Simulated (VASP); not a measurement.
# MgS (Niningerite) (Fm-3m) in VASP: single point with PBEsol

Aim: the single point of MgS (Niningerite) with PBEsol.

Program: VASP 6.6.1. These are calculated values, not measurements. Logs are shortened: lines on timing, memory, paths and dates and some standing lists are left out, and cuts for length are marked.

## Step 1: The cell of the first run

The structure is cubic, space group Fm-3m (No. 225). The conventional cell has a = 5.203 Å, b = 5.203 Å, c = 5.203 Å, α = 90.00°, β = 90.00°, γ = 90.00°. Within 3.4 Å of Mg (site symmetry m-3m) lie 6 S at 2.60 Å. S (site symmetry m-3m) has 6 Mg at 2.60 Å within 3.4 Å.

## Step 2: Single point, PBEsol

The input, INCAR:

```
PREC     = Accurate       # precision mode
ENCUT    = 600            # plane-wave cutoff, eV
EDIFF    = 1E-6           # SCF threshold, eV
ISMEAR   = 0              # smearing method
SIGMA    = 0.01           # smearing width, eV
LREAL    = False          # projectors in reciprocal space
LASPH    = True           # aspherical terms in the spheres
NELM     = 120            # most SCF steps
ALGO     = Normal         # electronic algorithm
ISIF     = 2              # what is computed and relaxed
LWAVE    = False          # write WAVECAR
LCHARG   = False          # write CHGCAR
GGA      = PS             # functional
NBANDS   = 11             # bands
GGA_COMPAT= False
```

The input, KPOINTS:

```
regular mesh
0
Gamma
  4 4 4
```

The input, POSCAR:

```
MgS
1.0
    0.0000000000      2.6016500000      2.6016500000
    2.6016500000      0.0000000000      2.6016500000
    2.6016500000      2.6016500000      0.0000000000
Mg S
1 1
Direct
    0.0000000000      0.0000000000      0.0000000000
    0.5000000000      0.5000000000      0.5000000000
```

Potentials or basis: VASP PAW PBE potentials, release 64 (Mg, S).

Started as:

```console
cat potpaw_PBE.64/Mg/POTCAR potpaw_PBE.64/S/POTCAR > POTCAR
mpirun -np 1 vasp_std > vasp.out
```

OUTCAR:

```text
PREC = Accurate
   ENCUT = 600
   EDIFF = 1E-6
   ISMEAR = 0
   LREAL = False
   LASPH = True
   NELM = 120
   ISIF = 2
   GGA = PS

 ion  position               nearest neighbor table
   1  0.000  0.000  0.000-   2 2.60   2 2.60   2 2.60   2 2.60   2 2.60   2 2.60
   2  0.500  0.500  0.500-   1 2.60   1 2.60   1 2.60   1 2.60   1 2.60   1 2.60

  LATTYP: Found a face centered cubic cell.
 ALAT       =     5.2033000000

  Lattice vectors:

 A1 = (   0.0000000000,   2.6016500000,   2.6016500000)
 A2 = (   2.6016500000,   0.0000000000,   2.6016500000)
 A3 = (   2.6016500000,   2.6016500000,   0.0000000000)

Analysis of symmetry for initial positions (statically):
=====================================================================
 Subroutine PRICEL returns:
 Original cell was already a primitive cell.

 Routine SETGRP: Setting up the symmetry group for a
 face centered cubic supercell.

 Subroutine GETGRP returns: Found 48 space group operations
 (whereof 48 operations were pure point group operations)
 out of a pool of 48 trial point group operations.

The static configuration has the point symmetry O_h .

Analysis of symmetry for dynamics (positions and initial velocities):
=====================================================================
 Subroutine PRICEL returns:
 Original cell was already a primitive cell.

 Routine SETGRP: Setting up the symmetry group for a
 face centered cubic supercell.

 Subroutine GETGRP returns: Found 48 space group operations
 (whereof 48 operations were pure point group operations)
 out of a pool of 48 trial point group operations.

The dynamic configuration has the point symmetry O_h .

 Subroutine INISYM returns: Found 48 space group operations
 (whereof 48 operations are pure point group operations),
 and found     1 'primitive' translations

----------------------------------------------------------------------------------------

                                     Primitive cell

  volume of cell :      35.2190

  direct lattice vectors                    reciprocal lattice vectors
     0.000000000  2.601650000  2.601650000    -0.192185728  0.192185728  0.192185728
     2.601650000  0.000000000  2.601650000     0.192185728 -0.192185728  0.192185728
     2.601650000  2.601650000  0.000000000     0.192185728  0.192185728 -0.192185728

  length of vectors
     3.679288715  3.679288715  3.679288715     0.332875446  0.332875446  0.332875446

  position of ions in fractional coordinates (direct lattice)
     0.000000000  0.000000000  0.000000000
     0.500000000  0.500000000  0.500000000

  ion indices of the primitive-cell ions
   primitive index   ion index
                 1           1
[... 68 lines left out ...]
   NUPDOWN=      -1.0000    fix difference up-down
   EMIN   =  10.00;   EMAX   =-10.00  energy-range for DOS
   EFERMI =   0.00;   METHOD = LEGACY
   ISMEAR =     0;   SIGMA  =   0.01  broadening in eV -4-tet -1-fermi 0-gaus
   EFERMI_NEDOS =   21; number of points for ismear=-14 and -15
   IALGO  =     38    algorithm
   IMIX   =      4    mixing-type and parameters
     AMIX     =   0.40;   BMIX     =  1.00
     AMIX_MAG =   1.60;   BMIX_MAG =  1.00
  volume/ion in A,a.u.               =      17.61       118.83
  Fermi-wavevector in a.u.,A,eV,Ry     =   0.998878  1.887606 13.575323  0.997758
  Thomas-Fermi vector in A             =   2.131131
   LORBIT       =      0    0 simple, 1 ext, 2 COOP (PROOUT), +10 PAW based schemes
   GGA     = PS    functional components
   LHFCALC =     F    Hartree Fock is set to
   AEXX    =    0.0000 exact exchange contribution
   IVDW    =     0    specifies the selected vdW correction
   LEPSILON=     F    determine dielectric tensor
   LRPA    =     F    only Hartree local field effects (RPA)
 non-spin polarized calculation
 Gauss-broadening in eV      SIGMA  =   0.01
  energy-cutoff  :      600.00
  volume of cell :       35.22
 maximum number of plane-waves:      1211
 NGX is ok and might be reduce to    30
   NGX = 15   NGY = 15   NGZ = 15

 number of electron       7.9999999 magnetization

 Free energy of the ion-electron system (eV)
  ---------------------------------------------------
  ext. energy  EPLUGINS =         0.00000000
  ---------------------------------------------------
  free energy    TOTEN  =        -9.02241205 eV

  energy without entropy =       -9.02241205  energy(sigma->0) =       -9.02241205

 E-fermi :   3.8326     XC(G=0):  -9.8294

 val. band max:        3.7057403322   @ k =   0.0000   0.0000   0.0000
 cond. band min:       6.3823278652   @ k =   0.5000   0.5000   0.0000
 fundamental gap:      2.6765875331
 Fermi energy:         3.8325669337

 k-point     1 :       0.0000    0.0000    0.0000
  band No.  band energies     occupation
      1      -8.9794      2.00000
      2       3.7057      2.00000
      3       3.7057      2.00000
      4       3.7057      2.00000
      5       7.2844      0.00000
      6      11.5380      0.00000
      7      11.5380      0.00000
      8      11.5380      0.00000
      9      13.9976      0.00000
     10      13.9976      0.00000
     11      15.9775      0.00000
[... 85 lines left out ...]
 k-point     8 :      -0.2500    0.5000    0.2500
  band No.  band energies     occupation
      1      -7.2220      2.00000
      2       0.4096      2.00000
      3       0.4096      2.00000
      4       1.3003      2.00000
      5       8.8979      0.00000
      6      11.5349      0.00000
      7      11.5349      0.00000
      8      11.6608      0.00000
      9      17.9096      0.00000
     10      17.9096      0.00000
     11      19.3340      0.00000

------------------------ aborting loop because EDIFF is reached ----------------------------------------

  FORCE on cell =-STRESS in cart. coord.  units (eV):
  Direction    XX          YY          ZZ          XY          YZ          ZX
  --------------------------------------------------------------------------------------
  -------------------------------------------------------------------------------------
  Total       -0.1615085     -0.1615085     -0.1615085     -0.0000000     -0.0000000     -0.0000000
  in kB       -7.3473267     -7.3473267     -7.3473267     -0.0000000     -0.0000000     -0.0000000
  external PRESSURE =      -7.3473267 kB  Pullay stress =       0.0000000 kB

 VOLUME and BASIS-vectors are now :
 -----------------------------------------------------------------------------
  energy-cutoff  :      600.00
  volume of cell :       35.22
      direct lattice vectors                 reciprocal lattice vectors
     0.000000000  2.601650000  2.601650000    -0.192185728  0.192185728  0.192185728
     2.601650000  0.000000000  2.601650000     0.192185728 -0.192185728  0.192185728
     2.601650000  2.601650000  0.000000000     0.192185728  0.192185728 -0.192185728

 POSITION                                       TOTAL-FORCE (eV/Angst)
 -----------------------------------------------------------------------------------
      0.00000      0.00000      0.00000        -0.000000     -0.000000     -0.000000
      2.60165      2.60165      2.60165         0.000000      0.000000      0.000000
 -----------------------------------------------------------------------------------
    total drift:                               -0.000000     -0.000000      0.000000

  FREE ENERGIE OF THE ION-ELECTRON SYSTEM (eV)
  ---------------------------------------------------
  free  energy   TOTEN  =        -9.0224120486 eV

  energy  without entropy=       -9.0224120486  energy(sigma->0) =       -9.02241205
```

Run time: 6.1 s. Hardware: 1 thread of AMD EPYC 7R13 (Zen 3), shared host; peak memory 0.13 GiB.

Results:

* Free energy: -9.0224 eV
* Pressure: -0.7 GPa
* Band gap on the k mesh: 2.68 eV, indirect (least direct gap 3.58 eV)

Caveat: the k points lie up to 0.52 Å⁻¹ apart; the PAW data sets were made with another functional, which shifts forces and pressure a little. PBEsol gaps usually lie below the measured ones, often by a third to a half.
